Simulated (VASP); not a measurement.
Here is a VASP 6.6.1 calculation.

Contents of INCAR:

```
SYSTEM = Al8H
PREC     = Accurate       ! precision mode
ENCUT    = 520            ! plane-wave cutoff, eV
EDIFF    = 1E-7           ! SCF threshold, eV
ISMEAR   = 0              ! smearing method
SIGMA    = 0.1            ! smearing width, eV
LREAL    = Auto         
LASPH    = .TRUE.         ! aspherical terms in the spheres
NELM     = 80             ! most SCF steps
ALGO     = Normal         ! electronic algorithm
ISIF     = 2              ! what is computed and relaxed
LWAVE    = .FALSE.        ! write WAVECAR
LCHARG   = .FALSE.        ! write CHGCAR
LDIPOL   = .TRUE.       
IDIPOL   = 3            
DIPOL    = 0.5 0.5 0.305
GGA      = PE             ! functional
NBANDS   = 40             ! bands
```

File KPOINTS:

```
Automatic mesh
0
G
  5 4 1
  0 0 0
```

Contents of POSCAR:

```
Al8H
1.0
    5.7143028096      0.0000000000      0.0000000000
    0.0000000000      8.0812445328      0.0000000000
    0.0000000000      0.0000000000     22.2437981863
Al H
16 2
Direct
    0.2500000000      0.2500000000      0.1798254042
    0.2500000000      0.7500000000      0.1798254042
    0.7500000000      0.2500000000      0.1798254042
    0.7500000000      0.7500000000      0.1798254042
    0.0000000000      0.0000000000      0.2440489550
    0.0000000000      0.5000000000      0.2440489550
    0.5000000000      0.0000000000      0.2440489550
    0.5000000000      0.5000000000      0.2440489550
    0.2500000000      0.2500000000      0.3102692916
    0.2500000000      0.7500000000      0.3102692916
    0.7500000000      0.2500000000      0.3102692916
    0.7500000000      0.7500000000      0.3102692916
    0.0000000000      0.0000000000      0.3706110853
    0.0000000000      0.5000000000      0.3706110853
    0.5000000000      0.0000000000      0.3706110853
    0.5000000000      0.5000000000      0.3706110853
    0.7500000000     -0.0464037437      0.5324539491
    0.7500000000      0.0464037437      0.5324539491
```

Potentials or basis: VASP PAW PBE potentials, release 64 (Al, H).

Run with:

```sh
$ cat potpaw_PBE.64/Al/POTCAR potpaw_PBE.64/H/POTCAR > POTCAR
$ mpirun -np 1 vasp_std > vasp.out
```

(1) What does it give for the largest force?

(2) What does it give for the band gap on the k mesh?

Answers

(1) 0.217 eV/Å.

(2) zero (bands 25 and 26 overlap by 0.48 eV).
